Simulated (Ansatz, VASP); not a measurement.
BN: VASP beside Ansatz

Contents of POSCAR:

```
BN
1.0
    2.5667092997      0.0000000000      0.0000000000
   -1.2833546499      2.2228354577      0.0000000000
    0.0000000000      0.0000000000      4.2268550000
B N
2 2
Direct
    0.6666666667      0.3333333333      0.9997240000
    0.3333333333      0.6666666667      0.4997240000
    0.6666666667      0.3333333333      0.6252760000
    0.3333333333      0.6666666667      0.1252760000
```

File INCAR.step1:

```
SYSTEM = BN
ALGO = Normal ; EDIFF = 1E-5
ENCUT = 910 ; GGA = PE
GGA_COMPAT = .False. ; ISMEAR = 0
LASPH = .True. ; LCHARG = .False.
LREAL = .False. ; LWAVE = .True.
NBANDS = 16 ; NELM = 120
PREC = Accurate ; SIGMA = 0.05
```

INCAR.step2

```
SYSTEM = BN
ALGO = Normal ; EDIFF = 1E-6
ENCUT = 910 ; GGA_COMPAT = .False.
ISIF = 2 ; ISMEAR = 0
ISTART = 1 ; LASPH = .True.
LCHARG = .False. ; LMIXTAU = .True.
LREAL = .False. ; LWAVE = .False.
METAGGA = R2SCAN ; NBANDS = 16
NELM = 120 ; PREC = Accurate
SIGMA = 0.05
```

Contents of KPOINTS:

```
k-points
0
Gamma
  12 12 6
  0 0 0
```

Input for Ansatz:

```yaml
crystal:
  lattice:
    - [2.5667092997, 0.0, 0.0]
    - [-1.2833546499, 2.2228354577, 0.0]
    - [0.0, 0.0, 4.226855]
  atoms:
    - { symbol: B, position: [0.6666666667, 0.3333333333, 0.999724] }
    - { symbol: B, position: [0.3333333333, 0.6666666667, 0.499724] }
    - { symbol: "N", position: [0.6666666667, 0.3333333333, 0.625276] }
    - { symbol: "N", position: [0.3333333333, 0.6666666667, 0.125276] }
basis:
  ecutwfc: 500
kpoints:
  mp_grid: { grid: [12, 12, 6] }
hamiltonian:
  xc: r2scan
scf:
  occupations: { method: gaussian, width: 0.05 }
output:
  forces: true
  stress: true
  eigenvalues: true
```

Change from the starting cell: strain +0.0050 x Voigt [1, 1, 0, 0, 0, 0], atoms carried along.

Alike in both runs: task single point; functional r2SCAN; k mesh 12 × 12 × 6; occupations gaussian, width 0.05 eV; no spin polarisation.

|  | VASP | Ansatz |
| --- | --- | --- |
| version | VASP 6.6.1 | Ansatz 0.2.0 |
| potentials or method | VASP PAW PBE potentials, release 64 (B_h, N_h), cutoff 910 eV | scalar-relativistic, plane waves, PAW |
| valence electrons in the cell | 16 | 16 |

```csv
,VASP,Ansatz,Ansatz less VASP
gap on the k mesh at the Fermi level (eV),5.77,5.78,+0.017
least direct gap on the mesh (eV),8.85,8.86,+0.007
rms of the force components (eV/Å),0.016,0.015,-0.0013
```

VASP's potentials were made for PBE, not for r2SCAN. Atom by atom the forces differ by 0.001 eV/Å (rms over components).

Noted on VASP's run: the cutoff is short for stress, so the pressure is rough.
